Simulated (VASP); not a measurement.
A run of VASP 6.6.1:

File INCAR:

```
SYSTEM = Er5C
  PREC = Accurate
  ENCUT = 600
  EDIFF = 1E-6
  ISMEAR = 0
  SIGMA = 0.1
  LREAL = .False.
  LASPH = .True.
  NELM = 200
  ALGO = Normal
  ISIF = 2
  LWAVE = .False.
  LCHARG = .False.
  GGA = PE
  NBANDS = 34
  GGA_COMPAT = .False.
  LMAXMIX = 6
```

The input KPOINTS:

```
Automatic mesh
0
Gamma
  3 3 4
  0 0 0
```

POSCAR

```
Er5C
1.0
    5.8200104200      0.0000000000      0.0000000000
   -2.9100052100      5.0402768700      0.0000000000
    0.0000000000      0.0000000000      5.3363399700
Er C
5 1
Direct
    0.3130345300      0.0000000000      0.5000000000
    0.6869654700      0.6869654700      0.5000000000
    0.0000000000      0.3130345300      0.5000000000
    0.3333333300      0.6666666700      0.0000000000
    0.6666666700      0.3333333300      0.0000000000
    0.0000000000      0.0000000000      0.0000000000
```

Potentials or basis: VASP PAW PBE potentials, release 64 (Er_3, C), 4f in core.

Command:

```bash
$ cat potpaw_PBE.64/Er_3/POTCAR potpaw_PBE.64/C/POTCAR > POTCAR
$ mpirun -np 1 vasp_std > vasp.out
```

Hardware: 1 thread of Intel(R) Xeon(R) Platinum 8488C (Sapphire Rapids), with other jobs on the host.

Estimate the wall time of this run.

Run time: 2.3 min on 1 thread of Intel(R) Xeon(R) Platinum 8488C (Sapphire Rapids) (shared host), peak memory 0.33 GiB. Counts: scf iterations 15, k points 9.
